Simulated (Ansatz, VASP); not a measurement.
## Two plane-wave programs on Hg

POSCAR

```
Hg
1.0
    1.9850393407      1.1460629977      1.9760738145
   -1.9850393407      1.1460629977      1.9760738145
    0.0000000000     -2.2921259954      1.9760738145
Hg
1
Direct
    0.0000000000      0.0000000000      0.0000000000
```

File INCAR.step1:

```
SYSTEM = Hg
  PREC = Accurate
  ENCUT = 520
  ISMEAR = 0
  SIGMA = 0.05
  LREAL = .False.
  LASPH = .True.
  NELM = 80
  NBANDS = 12
  GGA = PE
  ALGO = Normal
  EDIFF = 1E-4
  LWAVE = .True.
  LCHARG = .False.
```

Contents of INCAR.step2:

```
SYSTEM = Hg
  PREC = Accurate
  ENCUT = 520
  EDIFF = 1E-6
  ISMEAR = 0
  SIGMA = 0.05
  LREAL = .False.
  LASPH = .True.
  NELM = 80
  ALGO = Normal
  ISIF = 2
  LWAVE = .False.
  LCHARG = .True.
  METAGGA = R2SCAN
  LMIXTAU = .True.
  LELF = .True.
  LVHAR = .True.
  NBANDS = 12
  ISTART = 1
```

The input KPOINTS:

```
regular mesh
0
Gamma
  14 14 14
  0 0 0
```

Input for Ansatz:

```yaml
crystal:
  lattice:
    - [1.9850393407, 1.1460629977, 1.9760738145]
    - [-1.9850393407, 1.1460629977, 1.9760738145]
    - [0.0, -2.2921259954, 1.9760738145]
  atoms:
    - { symbol: Hg, position: [0.0, 0.0, 0.0] }
basis:
  ecutwfc: 600
  ecutrho_ratio: 5
kpoints:
  mp_grid: { grid: [14, 14, 14] }
  band_path:
    path:
      - [[0.0, 0.0, 0.0], [0.5, 0.5, 0.5], [0.60909007, 0.39090993, 0.5]]
      - [[0.5, -0.39090993, 0.39090993], [0.5, 0.0, 0.0], [0.0, 0.0, 0.0], [0.44545496, -0.44545496, 0.0]]
      - [[0.55454504, 0.0, 0.44545496], [0.5, 0.0, 0.5], [0.0, 0.0, 0.0]]
    npoints: 14
hamiltonian:
  xc: r2scan
scf:
  occupations: { method: gaussian, width: 0.05 }
  n_extra_bands: 10
output:
  forces: true
  stress: true
  eigenvalues: true
  populations: true
  dos: { projected: true, de: 0.02, nscf_kmesh: { grid: [21, 21, 21] } }
  bader: true
```

Alike in both runs: task single point; functional r2SCAN; k mesh 14 × 14 × 14; occupations gaussian, width 0.05 eV; no spin polarisation.

|  | VASP | Ansatz |
| --- | --- | --- |
| version | VASP 6.6.1 | Ansatz 0.2.0 |
| potentials or method | VASP PAW PBE potentials, release 64 (Hg), cutoff 520 eV | scalar-relativistic, plane waves, PAW |
| valence electrons in the cell | 12 | 20 |

Ansatz gave:

```
gap on the k mesh at the Fermi level (eV)                     : none
pressure (GPa)                                                : 0.0
traceless stress, the component that is largest in VASP (GPa) : 0.01
```

Which values does VASP return?

gap on the k mesh at the Fermi level (eV): none; pressure (GPa): 0.4; traceless stress, the component that is largest in VASP (GPa): 0.09.

VASP's potentials were made for PBE, not for r2SCAN. A gap of «none» marks a metal or a gap that the smearing closes. VASP's potentials hold 12 valence electrons a cell and Ansatz's 20, so a difference there can come from the potentials and not from the codes.

Neither program's run includes spin-orbit coupling.
